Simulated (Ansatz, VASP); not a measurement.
## Two plane-wave programs on CdS

Contents of POSCAR:

```
CdS
1.0
    0.0000000000      2.9165000000      2.9165000000
    2.9165000000      0.0000000000      2.9165000000
    2.9165000000      2.9165000000      0.0000000000
Cd S
1 1
Direct
    0.0000000000      0.0000000000      0.0000000000
    0.7500000000      0.7500000000      0.7500000000
```

Contents of INCAR.step1:

```
PREC = Accurate
ENCUT = 600
EDIFF = 1E-5
ISMEAR = -1
SIGMA = 0.05
LREAL = F
LASPH = T
NELM = 100
ALGO = Normal
LWAVE = T
LCHARG = F
GGA = PE
NBANDS = 16
```

Contents of INCAR.step2:

```
PREC = Accurate
ENCUT = 600
EDIFF = 1E-6
ISMEAR = -1
SIGMA = 0.05
LREAL = F
LASPH = T
NELM = 100
ALGO = Normal
ISIF = 3
LWAVE = F
LCHARG = F
GGA = PE
LHFCALC = T
AEXX = 1.0
ALDAC = 0.0
AGGAC = 0.0
PRECFOCK = Normal
IBRION = 2
NSW = 60
EDIFFG = -0.01
ISTART = 1
```

File KPOINTS:

```
Automatic mesh
0
Gamma
  4 4 4
```

File input.yaml:

```yaml
crystal:
  lattice:
    - [0.0, 2.9165, 2.9165]
    - [2.9165, 0.0, 2.9165]
    - [2.9165, 2.9165, 0.0]
  atoms:
    - { symbol: Cd, position: [0.0, 0.0, 0.0] }
    - { symbol: S, position: [0.75, 0.75, 0.75] }
hamiltonian:
  xc: hf
  pseudopotentials: { kind: paw }
kpoints:
  mp_grid: { grid: [4, 4, 4] }
scf:
  occupations: { method: fermi_dirac, width: 0.05 }
output:
  forces: true
  stress: true
relax:
  f_tol: 0.01
  max_steps: 40
  cell: { stress_tol: 0.05 }
```

Alike in both runs: task relaxation of cell and atoms; functional HF; k mesh 4 × 4 × 4; occupations fermi-dirac, width 0.05 eV; no spin polarisation.

|  | VASP | Ansatz |
| --- | --- | --- |
| version | VASP 6.6.1 | Ansatz 0.2.0 |
| potentials or method | VASP PAW PBE potentials, release 64 (Cd, S) | Ansatz PAW |
| plane-wave cutoff (eV) | 600 | 420 |
| valence electrons in the cell | 18 | 26 |

VASP gave:

* gap on the k mesh at the Fermi level, each at its own relaxed structure (eV): 8.27
* relaxed volume (Å³/atom): 27.38
* relaxed length of the cell vector where the two differ most in proportion (Å): 4.262

**Question.** Estimate Ansatz's values.

**Answer.** gap on the k mesh at the Fermi level, each at its own relaxed structure (eV): 8.18; relaxed volume (Å³/atom): 27.53; relaxed length of the cell vector where the two differ most in proportion (Å): 4.270.

VASP's potentials were made for PBE, not for HF. VASP's potentials hold 18 valence electrons a cell and Ansatz's 26, so a difference there can come from the potentials and not from the codes.

The k mesh is coarse, so the values compare programs but aren't converged. Noted on Ansatz's run: the plane-wave basis is chosen anew once the cell has moved, so the energies of steps on either side of that aren't comparable.
